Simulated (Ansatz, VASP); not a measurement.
Two plane-wave programs on ZnS

Contents of INCAR:

```
SYSTEM = ZnS
  PREC = Accurate
  ENCUT = 500
  EDIFF = 1E-6
  ISMEAR = -1
  SIGMA = 0.08
  LREAL = .FALSE.
  LASPH = .TRUE.
  NELM = 120
  ALGO = Normal
  ISIF = 2
  LWAVE = .FALSE.
  LCHARG = .FALSE.
  NBANDS = 16
  GGA_COMPAT = .FALSE.
```

The input KPOINTS:

```
Automatic mesh
0
G
  16 16 16
  0 0 0
```

File POSCAR:

```
ZnS
1.0
    0.0000000000      2.0345793067      2.0345793067
    2.0345793067      0.0000000000      2.0345793067
    2.0345793067      2.0345793067      0.0000000000
Zn S
1 1
Direct
    0.0000000000      0.0000000000      0.0000000000
    0.5000000000      0.5000000000      0.5000000000
```

Input for Ansatz:

```yaml
crystal:
  lattice:
    - [0.0, 2.0345793067, 2.0345793067]
    - [2.0345793067, 0.0, 2.0345793067]
    - [2.0345793067, 2.0345793067, 0.0]
  atoms:
    - { symbol: Zn, position: [0.0, 0.0, 0.0] }
    - { symbol: S, position: [0.5, 0.5, 0.5] }
kpoints:
  mp_grid: { grid: [16, 16, 16] }
  band_path:
    path:
      - [0.0, 0.0, 0.0]
      - [0.5, 0.0, 0.5]
      - [0.625, 0.25, 0.625]
      - [0.375, 0.375, 0.75]
      - [0.0, 0.0, 0.0]
      - [0.5, 0.5, 0.5]
      - [0.5, 0.25, 0.75]
      - [0.5, 0.0, 0.5]
    npoints: 8
scf:
  occupations: { method: fermi_dirac, width: 0.08 }
hamiltonian:
  xc: lda
  pseudopotentials: { kind: paw }
output:
  forces: true
  stress: true
  eigenvalues: true
  populations: true
  dos: { projected: true, de: 0.2, e_range: [-14, 8] }
  write_density: true
  write_potential: true
  elf: true
  volumetric_format: npy
```

Change from the starting cell: volume scaled by 0.55, PAW files.

Alike in both runs: task single point; functional LDA; k mesh 16 × 16 × 16; occupations fermi-dirac, width 0.08 eV; no spin polarisation.

|  | VASP | Ansatz |
| --- | --- | --- |
| version | VASP 6.6.1 | Ansatz 0.2.0 |
| potentials or method | VASP PAW LDA potentials, release 64 (Zn, S) | PAW with Ansatz's default frozen-core files, scalar-relativistic |
| plane-wave cutoff (eV) | 500 | 420 |
| valence electrons in the cell | 18 | 18 |

```tsv
	VASP	Ansatz	Ansatz less VASP
pressure (GPa)	246.1	242.2	-3.91
```

LDA's correlation is that of Perdew and Zunger in VASP and of Perdew and Wang (1992) in Ansatz. Both programs put the cell under a high pressure, so it lies far from rest at this level.

Noted on VASP's run: the cell as given lies far from equilibrium.
